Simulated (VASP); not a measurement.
HC16, 34 atoms in the cell. The cell holds a slab with vacuum, 34 atoms: a = 9.864 Å, b = 9.864 Å, c = 12.000 Å, α = 90.00°, β = 90.00°, γ = 120.00°. 

| Item | Value |
| --- | --- |
| Program | VASP 6.6.1 |
| Task | single point |
| Functional | LDA |
| Potentials or basis | VASP PAW LDA potentials, release 64 (C, H) |
| Cutoff | 520 eV |
| k mesh | 2 × 2 × 1 |
| Occupations | gaussian, width 0.05 eV |
| Spin | no spin polarisation |
| Dipole correction | no |
| Further INCAR settings | LREAL = Auto; ALGO = Normal; EDIFF = 1e-06; NBANDS = 88; NELMDL = -8 |

Potentials or basis: VASP PAW LDA potentials, release 64 (C, H).

Run with:

```bash
$ cat potpaw_LDA.64/C/POTCAR potpaw_LDA.64/H/POTCAR > POTCAR
$ mpirun -np 1 vasp_std > vasp.out
```

Hardware: 1 thread of Oxide Virtual Turin-like Processor (shared host).

Estimate the wall time of this run.

Wall time 23 min on 1 thread of Oxide Virtual Turin-like Processor, with other jobs on the host, peak memory 0.78 GiB. Counts: scf iterations 24, k points 4.
